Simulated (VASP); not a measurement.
# InSb3 (P4bm) in VASP: single point with PBE+D3(BJ)

Aim: the single point of InSb3 with PBE+D3(BJ).

All numbers are computed with VASP 6.6.1; they aren't measurements. Logs are shortened: lines on timing, memory, paths and dates and some standing lists are left out, and cuts for length are marked.

### Step 1. The cell of the first run

The structure is tetragonal, space group P4bm (No. 100). Conventional cell: a = 6.694 Å, b = 6.694 Å, c = 4.733 Å, α = 90.00°, β = 90.00°, γ = 90.00°. Within 4.4 Å of In (site symmetry 4) lie 12 Sb at 3.33 to 3.37 Å. Within 4.2 Å of Sb (site symmetry m) lie 8 Sb at 3.20 to 3.50 Å and 4 In at 3.33 to 3.37 Å. Sb (site symmetry 2mm) has 8 Sb at 3.20 to 3.50 Å and 4 In at 3.35 Å within 4.2 Å.

### Step 2. Single point, PBE+D3(BJ)

File INCAR:

```
SYSTEM = InSb3
PREC = Accurate
ENCUT = 520
EDIFF = 1E-6
ISMEAR = 0
SIGMA = 0.15
LREAL = .False.
LASPH = .True.
NELM = 60
ALGO = Normal
ISIF = 2
LWAVE = .False.
LCHARG = .False.
GGA = PE
IVDW = 12
NBANDS = 38
```

File KPOINTS:

```
Automatic mesh
0
Gamma
  8 6 6
  0 0 0
```

File POSCAR:

```
InSb3
1.0
   -4.7334824492      0.0000000000      0.0000000000
    0.0000000000      4.7334824492      4.7334824492
    0.0000000000      4.7334824492     -4.7334824492
In Sb
2 6
Direct
    1.0072820819      0.0000000000      0.0000000000
    1.0072820819      0.5000000000      0.5000000000
    0.5016368114      0.7333948893      0.2333948893
    0.5016368114      0.2666051107      0.7666051107
    0.9898594744      0.5000000000      0.0000000000
    0.9898594744      0.0000000000      0.5000000000
    0.5016368114      0.7666051107      0.7333948893
    0.5016368114      0.2333948893      0.2666051107
```

Potentials or basis: VASP PAW PBE potentials, release 64 (In_d, Sb).

Run with:

```sh
$ cat potpaw_PBE.64/In_d/POTCAR potpaw_PBE.64/Sb/POTCAR > POTCAR
$ mpirun -np 1 vasp_std > vasp.out
```

OUTCAR:

```text
SYSTEM = InSb3
   PREC = Accurate
   ENCUT = 520
   EDIFF = 1E-6
   ISMEAR = 0
   LREAL = .False.
   LASPH = .True.
   NELM = 60
   ISIF = 2
   GGA = PE
   IVDW = 12
 IVDW          = 12

 ion  position               nearest neighbor table
   1  0.007  0.000  0.000-   3 3.33   4 3.33   7 3.33   8 3.33   5 3.35   6 3.35   6 3.35   5 3.35
                             3 3.37   4 3.37   7 3.37   8 3.37
   2  0.007  0.500  0.500-   3 3.33   4 3.33   7 3.33   8 3.33   5 3.35   6 3.35   5 3.35   6 3.35
                             3 3.37   4 3.37   7 3.37   8 3.37
   3  0.502  0.733  0.233-   5 3.20   5 3.28   1 3.33   2 3.33   8 3.35   7 3.35   8 3.35   7 3.35
                             1 3.37   2 3.37   6 3.42   6 3.50
   4  0.502  0.267  0.767-   5 3.20   5 3.28   1 3.33   2 3.33   8 3.35   8 3.35   7 3.35   7 3.35
                             1 3.37   2 3.37   6 3.42   6 3.50
   5  0.990  0.500  0.000-   3 3.20   4 3.20   3 3.28   4 3.28   1 3.35   2 3.35   2 3.35   1 3.35
                             7 3.42   8 3.42   7 3.50   8 3.50
   6  0.990  0.000  0.500-   7 3.20   8 3.20   7 3.28   8 3.28   1 3.35   2 3.35   1 3.35   2 3.35
                             3 3.42   4 3.42   3 3.50   4 3.50
   7  0.502  0.767  0.733-   6 3.20   6 3.28   1 3.33   2 3.33   3 3.35   3 3.35   4 3.35   4 3.35
                             1 3.37   2 3.37   5 3.42   5 3.50
   8  0.502  0.233  0.267-   6 3.20   6 3.28   1 3.33   2 3.33   3 3.35   4 3.35   3 3.35   4 3.35
                             1 3.37   2 3.37   5 3.42   5 3.50

  LATTYP: Found a simple tetragonal cell.
 ALAT       =     6.6941550769
 C/A-ratio  =     0.7071067812

  Lattice vectors:

 A1 = (   0.0000000000,   4.7334824492,   4.7334824492)
 A2 = (   0.0000000000,   4.7334824492,  -4.7334824492)
 A3 = (  -4.7334824492,   0.0000000000,   0.0000000000)

Analysis of symmetry for initial positions (statically):
=====================================================================
 Subroutine PRICEL returns:
 Original cell was already a primitive cell.

 Routine SETGRP: Setting up the symmetry group for a
 simple tetragonal supercell.

 Subroutine GETGRP returns: Found  8 space group operations
 (whereof  4 operations were pure point group operations)
 out of a pool of 16 trial point group operations.

The static configuration has the point symmetry     .
 The point group associated with its full space group is C_4v.

Analysis of symmetry for dynamics (positions and initial velocities):
=====================================================================
 Subroutine PRICEL returns:
 Original cell was already a primitive cell.

 Routine SETGRP: Setting up the symmetry group for a
 simple tetragonal supercell.

 Subroutine GETGRP returns: Found  8 space group operations
 (whereof  4 operations were pure point group operations)
 out of a pool of 16 trial point group operations.

The dynamic configuration has the point symmetry C_4v.
 The point group associated with its full space group is C_4v.

 Subroutine INISYM returns: Found  8 space group operations
 (whereof  4 operations are pure point group operations),
 and found     1 'primitive' translations

----------------------------------------------------------------------------------------

                                     Primitive cell

  volume of cell :     212.1155

  direct lattice vectors                    reciprocal lattice vectors
    -4.733482449  0.000000000  0.000000000    -0.211260950  0.000000000  0.000000000
     0.000000000  4.733482449  4.733482449     0.000000000  0.105630475  0.105630475
     0.000000000  4.733482449 -4.733482449     0.000000000  0.105630475 -0.105630475

  length of vectors
     4.733482449  6.694155077  6.694155077     0.211260950  0.149384050  0.149384050

  position of ions in fractional coordinates (direct lattice)
     0.007282082  0.000000000  0.000000000
     0.007282082  0.500000000  0.500000000
     0.501636811  0.733394889  0.233394889
     0.501636811  0.266605111  0.766605111
     0.989859474  0.500000000  0.000000000
     0.989859474  0.000000000  0.500000000
     0.501636811  0.766605111  0.733394889
     0.501636811  0.233394889  0.266605111

  ion indices of the primitive-cell ions
   primitive index   ion index
                 1           1
                 2           2
                 3           3
                 4           4
                 5           5
                 6           6
                 7           7
                 8           8

----------------------------------------------------------------------------------------

 KPOINTS: Automatic mesh

Automatic generation of k-mesh.
 Grid dimensions read from file:
 generate k-points for:    8    6    6

 Generating k-lattice:

  Cartesian coordinates                     Fractional coordinates (reciprocal lattice)
    -0.026407619  0.000000000  0.000000000     0.125000000  0.000000000  0.000000000
     0.000000000  0.017605079  0.017605079     0.000000000  0.166666667  0.000000000
     0.000000000  0.017605079 -0.017605079     0.000000000  0.000000000  0.166666667

  Length of vectors
     0.026407619  0.024897342  0.024897342

  Shift w.r.t. Gamma in fractional coordinates (k-lattice)
     0.000000000  0.000000000  0.000000000

 Subroutine IBZKPT returns following result:
 ===========================================

 Found     50 irreducible k-points:

 Following reciprocal coordinates:
            Coordinates               Weight
  0.000000  0.000000  0.000000      1.000000
  0.125000  0.000000  0.000000      2.000000
  0.250000  0.000000  0.000000      2.000000
  0.375000  0.000000  0.000000      2.000000
  0.500000  0.000000  0.000000      1.000000
  0.000000  0.166667  0.000000      4.000000
[... 16 lines left out ...]
  0.250000  0.166667  0.166667      8.000000
  0.375000  0.166667  0.166667      8.000000
 [... further k-points ...]
   k-points           NKPTS =     50   k-points in BZ     NKDIM =     50   number of bands    NBANDS=     38
   number of dos      NEDOS =    301   number of ions     NIONS =      8
   total plane-waves  NPLWV =  90000
   dimension x,y,z NGX =    36 NGY =   50 NGZ =   50
   dimension x,y,z NGXF=    72 NGYF=  100 NGZF=  100
   ions per type =               2   6
   NGX,Y,Z   is equivalent  to a cutoff of  12.64, 12.42, 12.42 a.u.
   NGXF,Y,Z  is equivalent  to a cutoff of  25.29, 24.83, 24.83 a.u.
 SYSTEM =  InSb3
   PREC   = accura    normal or accurate (medium, high low for compatibility)
   ISTART =      0    job   : 0-new  1-cont  2-samecut
   ICHARG =      2    charge: 1-file 2-atom 10-const
   ISPIN  =      1    spin polarized calculation?
   LNONCOLLINEAR =      F non collinear calculations
   LSORBIT =      F    spin-orbit coupling
   LASPH  =      T    aspherical Exc in radial PAW
   ENCUT  =  520.0 eV  38.22 Ry    6.18 a.u.   8.80 12.45 12.45*2*pi/ulx,y,z
   NELM   =     60;   NELMIN=  2; NELMDL= -5     # of ELM steps
   EDIFF  = 0.1E-05   stopping-criterion for ELM
   LREAL  =      F    real-space projection
   EDIFFG = 0.1E-04   stopping-criterion for IOM
   NSW    =      0    number of steps for IOM
   IBRION =     -1    ionic relax: 0-MD 1-quasi-New 2-CG
   NFREE  =      0    steps in history (QN), initial steepest desc. (CG)
   ISIF   =      2    stress and relaxation
   ISYM   =      2    0-nonsym 1-usesym 2-fastsym
   POTIM  = 0.5000    time-step for ionic-motion
   TEBEG  =    0.0;   TEEND  =   0.0 temperature during run
   PSTRESS=    0.0 pullay stress
   NELECT =      56.0000    total number of electrons
   NUPDOWN=      -1.0000    fix difference up-down
   EMIN   =  10.00;   EMAX   =-10.00  energy-range for DOS
   EFERMI =   0.00;   METHOD = LEGACY
   ISMEAR =     0;   SIGMA  =   0.15  broadening in eV -4-tet -1-fermi 0-gaus
   EFERMI_NEDOS =   21; number of points for ismear=-14 and -15
   IALGO  =     38    algorithm
   IMIX   =      4    mixing-type and parameters
     AMIX     =   0.40;   BMIX     =  1.00
     AMIX_MAG =   1.60;   BMIX_MAG =  1.00
  volume/ion in A,a.u.               =      26.51       178.93
  Fermi-wavevector in a.u.,A,eV,Ry     =   1.050219  1.984627 15.006695  1.102961
  Thomas-Fermi vector in A             =   2.185214
   LORBIT       =      0    0 simple, 1 ext, 2 COOP (PROOUT), +10 PAW based schemes
   GGA     = PE    functional components
   LHFCALC =     F    Hartree Fock is set to
   AEXX    =    0.0000 exact exchange contribution
   IVDW    =    12    specifies the selected vdW correction
   LEPSILON=     F    determine dielectric tensor
   LRPA    =     F    only Hartree local field effects (RPA)
 non-spin polarized calculation
 Gauss-broadening in eV      SIGMA  =   0.15
  energy-cutoff  :      520.00
  volume of cell :      212.12
 maximum number of plane-waves:      5752
 NGX is ok and might be reduce to    36
   NGX = 17   NGY = 25   NGZ = 25

 number of electron      56.0000003 magnetization

 Free energy of the ion-electron system (eV)
  ---------------------------------------------------
  ext. energy  EPLUGINS =         0.00000000
  ---------------------------------------------------
  free energy    TOTEN  =       -28.44931778 eV

  energy without entropy =      -28.41494357  energy(sigma->0) =      -28.43213067

 E-fermi :   8.3895     XC(G=0): -10.2643

 val. band max:        8.3729638979   @ k =   0.1250   0.3333   0.3333
 cond. band min:       8.4014174425   @ k =   0.1250   0.3333   0.0000
 fundamental gap:      0.0284535446
 Fermi energy:         8.3894589423

 k-point     1 :       0.0000    0.0000    0.0000
  band No.  band energies     occupation
      1      -6.2013      2.00000
      2      -6.1728      2.00000
      3      -6.1722      2.00000
      4      -6.1658      2.00000
      5      -6.1658      2.00000
      6      -6.1564      2.00000
[... 30 lines left out ...]
     37      11.8806      0.00000
     38      13.2251      0.00000

 k-point     2 :       0.1250    0.0000    0.0000
  band No.  band energies     occupation
      1      -6.2003      2.00000
      2      -6.1713      2.00000
      3      -6.1701      2.00000
      4      -6.1699      2.00000
      5      -6.1699      2.00000
      6      -6.1555      2.00000
[... 30 lines left out ...]
     37      11.9029      0.00000
     38      13.4212      0.00000

 k-point     3 :       0.2500    0.0000    0.0000
  band No.  band energies     occupation
      1      -6.1980      2.00000
      2      -6.1796      2.00000
      3      -6.1796      2.00000
      4      -6.1690      2.00000
      5      -6.1637      2.00000
      6      -6.1604      2.00000
[... 30 lines left out ...]
     37      12.4805      0.00000
     38      13.5782      0.00000

 k-point     4 :       0.3750    0.0000    0.0000
  band No.  band energies     occupation
      1      -6.1957      2.00000
      2      -6.1892      2.00000
      3      -6.1892      2.00000
      4      -6.1667      2.00000
      5      -6.1652      2.00000
      6      -6.1652      2.00000
[... 30 lines left out ...]
     37      12.4853      0.00000
     38      12.9881      0.00000
[... 703 lines left out ...]
      4      -6.1663      2.00000
      5      -6.1660      2.00000
      6      -6.1596      2.00000
[... 30 lines left out ...]
     37      11.2440      0.00000
     38      13.1583      0.00000

 k-point    23 :       0.2500    0.1667    0.1667
  band No.  band energies     occupation
      1      -6.1909      2.00000
      2      -6.1804      2.00000
      3      -6.1748      2.00000
      4      -6.1676      2.00000
      5      -6.1646      2.00000
      6      -6.1602      2.00000
[... 30 lines left out ...]
     37      12.2769      0.00000
     38      12.5726      0.00000

 k-point    24 :       0.3750    0.1667    0.1667
  band No.  band energies     occupation
      1      -6.1911      2.00000
      2      -6.1881      2.00000
      3      -6.1830      2.00000
      4      -6.1730      2.00000
      5      -6.1649      2.00000
      6      -6.1634      2.00000
[... 30 lines left out ...]
     37      11.8348      0.00000
     38      12.0122      0.00000

 [... further k-points ...]

------------------------ aborting loop because EDIFF is reached ----------------------------------------

 Edisp (eV)   -3.82315

 E8    (eV) :    -1.7944

  FORCE on cell =-STRESS in cart. coord.  units (eV):
  Direction    XX          YY          ZZ          XY          YZ          ZX
  --------------------------------------------------------------------------------------
  -------------------------------------------------------------------------------------
  Total       0.00277    -0.08596    -0.08596     0.00000     0.00000    -0.00000
  in kB       0.02089    -0.64932    -0.64932     0.00000     0.00000    -0.00000
  external pressure =       -0.43 kB  Pullay stress =        0.00 kB

 VOLUME and BASIS-vectors are now :
 -----------------------------------------------------------------------------
  energy-cutoff  :      520.00
  volume of cell :      212.12
      direct lattice vectors                 reciprocal lattice vectors
    -4.733482449  0.000000000  0.000000000    -0.211260950  0.000000000  0.000000000
     0.000000000  4.733482449  4.733482449     0.000000000  0.105630475  0.105630475
     0.000000000  4.733482449 -4.733482449     0.000000000  0.105630475 -0.105630475

 POSITION                                       TOTAL-FORCE (eV/Angst)
 -----------------------------------------------------------------------------------
     -0.03447      0.00000      0.00000        -0.001363      0.000000      0.000000
     -0.03447      4.73348      0.00000        -0.001363      0.000000      0.000000
     -2.37449      4.57628      2.36674         0.010409      0.008373      0.000000
     -2.37449      4.89068     -2.36674         0.010409     -0.008373      0.000000
     -4.68548      2.36674      2.36674        -0.019454      0.000000      0.000000
     -4.68548      2.36674     -2.36674        -0.019454     -0.000000      0.000000
     -2.37449      7.10022      0.15720         0.010409      0.000000     -0.008373
     -2.37449      2.36674     -0.15720         0.010409      0.000000      0.008373
 -----------------------------------------------------------------------------------
    total drift:                               -0.000291     -0.000001      0.000001

  FREE ENERGIE OF THE ION-ELECTRON SYSTEM (eV)
  ---------------------------------------------------
  free  energy   TOTEN  =       -32.2724683771 eV

  energy  without entropy=      -32.2380941617  energy(sigma->0) =      -32.25528127
```

It took 4.7 min on 1 thread of AMD EPYC 7R13 (Zen 3), shared host; peak memory 0.48 GiB.

What came out:

```yaml
Free_energy: -32.2725 eV
Pressure: 0.0 GPa
Largest_force: 0.019 eV/Å
Band_gap_on_the_k_mesh: zero (bands 28 and 29 overlap by 1.88 eV)
Dispersion_energy_per_atom: -0.478 eV
```

Forces on the atoms (eV/Å):
```
In  -0.001  0.000  0.000
In  -0.001  0.000  0.000
Sb   0.010  0.008  0.000
Sb   0.010 -0.008  0.000
Sb  -0.019  0.000  0.000
Sb  -0.019  0.000  0.000
Sb   0.010  0.000 -0.008
Sb   0.010  0.000  0.008
```

Caveat: spin-orbit coupling is left out, which moves the levels of the heavy elements.

The gap in the log of VASP goes by the Fermi energy; the results here count the filled bands.